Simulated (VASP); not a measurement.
Wanted: the native input for a VASP 6.6.1 run.

```yaml
Task: single point
Functional: PBEsol
Potentials_or_basis: VASP PAW PBE potentials, release 64 (Zr_sv, S)
Cutoff: 520 eV
k_mesh: 16 × 16 × 16
Occupations: gaussian, width 0.15 eV
Spin: no spin polarisation
Dipole_correction: no
Further_INCAR_settings: ALGO = Normal; EDIFF = 1e-06; NBANDS = 16
```

The structure of ZrS lies in POSCAR:

```
ZrS
1.0
    0.3176739355      2.7050031105      2.7050031105
    2.7050031105      0.3176739355      2.7050031105
    2.7050031105      2.7050031105      0.3176739355
Zr S
1 1
Direct
    0.0000000000      0.0000000000      0.0000000000
    0.5000000000      0.5000000000      0.5000000000
```

One way to write it, as run:

INCAR

```
SYSTEM = ZrS
PREC = Accurate
ENCUT = 520
EDIFF = 1E-6
ISMEAR = 0
SIGMA = 0.15
LREAL = .False.
LASPH = .True.
NELM = 60
ALGO = Normal
ISIF = 2
LWAVE = .False.
LCHARG = .False.
GGA = PS
NBANDS = 16
```

KPOINTS

```
Automatic mesh
0
Gamma
  16 16 16
  0 0 0
```

Potentials or basis: VASP PAW PBE potentials, release 64 (Zr_sv, S).

The run is started by

```console
$ cat potpaw_PBE.64/Zr_sv/POTCAR potpaw_PBE.64/S/POTCAR > POTCAR
$ mpirun -np 1 vasp_std > vasp.out
```

It gave:

The pressure is 9.8 GPa. The band gap on the k mesh is zero (bands 9 and 10 overlap by 2.03 eV).

Caveat: the cell stands under pressure; the PAW data sets were made with another functional, which shifts forces and pressure a little.

Run time: 3.4 min on 1 thread of Intel(R) Xeon(R) Platinum 8488C (Sapphire Rapids) (shared host), peak memory 0.33 GiB.
